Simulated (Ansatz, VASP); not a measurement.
## Two plane-wave programs on Ti

File INCAR:

```
SYSTEM = Ti
ALGO = Fast ; EDIFF = 1E-7
ENCUT = 520 ; GGA = PS
ISIF = 2 ; ISMEAR = 0
LASPH = .TRUE. ; LCHARG = .FALSE.
LREAL = .FALSE. ; LWAVE = .FALSE.
NBANDS = 12 ; NELM = 60
PREC = Accurate ; SIGMA = 0.15
```

Contents of KPOINTS:

```
k-points
0
G
  22 22 22
  0 0 0
```

POSCAR

```
Ti
1.0
   -1.6741592737      1.6741592737      1.5536198060
    1.6741592737     -1.6741592737      1.5536198060
    1.6741592737      1.6741592737     -1.5536198060
Ti
1
Direct
    0.0000000000      0.0000000000      0.0000000000
```

Input for Ansatz:

```yaml
crystal:
  lattice:
    - [-1.6741592737, 1.6741592737, 1.553619806]
    - [1.6741592737, -1.6741592737, 1.553619806]
    - [1.6741592737, 1.6741592737, -1.553619806]
  atoms:
    - { symbol: Ti, position: [0.0, 0.0, 0.0] }
basis:
  ecutwfc: 520.0
kpoints:
  mp_grid: { grid: [22, 22, 22] }
hamiltonian:
  xc: pbesol
  pseudopotentials: { kind: paw, azcp: { folder: soft_1 } }
scf:
  occupations: { method: gaussian, width: 0.15 }
output:
  forces: true
  stress: true
  eigenvalues: true
```

Alike in both runs: task single point; functional PBEsol; k mesh 22 × 22 × 22; occupations gaussian, width 0.15 eV; no spin polarisation.

|  | VASP | Ansatz |
| --- | --- | --- |
| version | VASP 6.6.1 | Ansatz 0.2.0 |
| potentials or method | VASP PAW PBE potentials, release 64 (Ti_sv), cutoff 520 eV | scalar-relativistic, plane waves, PAW |
| valence electrons in the cell | 12 | 12 |

Ansatz gave:

| Property | Result |
| --- | --- |
| gap on the k mesh at the Fermi level (eV) | none |
| pressure (GPa) | -5.3 |
| traceless stress, the component that is largest in VASP (GPa) | -1.49 |

Task: Estimate VASP's values.

Result: gap on the k mesh at the Fermi level (eV): none; pressure (GPa): -5.4; traceless stress, the component that is largest in VASP (GPa): -1.50.

VASP's potentials were made for PBE, not for PBEsol, and Ansatz warns of the same on its side. A gap of «none» marks a metal or a gap that the smearing closes.
